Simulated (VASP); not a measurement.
Input of a VASP 6.6.1 run:

Contents of POSCAR:

```
Ba
1.0
   -2.5367939014      2.5367939014      2.5367939014
    2.5367939014     -2.5367939014      2.5367939014
    2.5367939014      2.5367939014     -2.5367939014
Ba
1
Direct
    0.0000000000      0.0000000000      0.0000000000
```

The input INCAR.step1:

```
SYSTEM = Ba
PREC = Accurate ; ENCUT = 520
ISMEAR = -1 ; SIGMA = 0.1
LREAL = .FALSE. ; LASPH = .TRUE.
NELM = 60 ; NBANDS = 11
GGA = PE ; ALGO = Normal
EDIFF = 1E-4 ; LWAVE = .TRUE.
LCHARG = .FALSE.
```

File INCAR.step2:

```
SYSTEM = Ba
PREC = Accurate ; ENCUT = 520
EDIFF = 1E-6 ; ISMEAR = -1
SIGMA = 0.1 ; LREAL = .FALSE.
LASPH = .TRUE. ; NELM = 60
ALGO = Normal ; ISIF = 2
LWAVE = .FALSE. ; LCHARG = .FALSE.
METAGGA = R2SCAN ; LMIXTAU = .TRUE.
NBANDS = 11 ; ISTART = 1
```

Contents of KPOINTS:

```
Automatic mesh
0
G
  4 4 4
  0 0 0
```

Potentials or basis: VASP PAW PBE potentials, release 64 (Ba_sv).

Command:

```sh
$ cat potpaw_PBE.64/Ba_sv/POTCAR > POTCAR
$ cp INCAR.step1 INCAR
$ mpirun -np 1 vasp_std > vasp.out
$ cp INCAR.step2 INCAR
$ mpirun -np 1 vasp_std > vasp.out
```

(1) Predict the pressure.

(2) Predict the band gap on the k mesh.

Answers

(1) 0.4 GPa.

(2) zero (bands 5 and 6 overlap by 1.09 eV).

Caveat: the k points lie up to 0.44 Å⁻¹ apart, too coarse for converged energies and pressures of a metal; the PAW data sets were made with another functional, which shifts forces and pressure a little; spin-orbit coupling is left out, which moves the levels of the heavy elements.
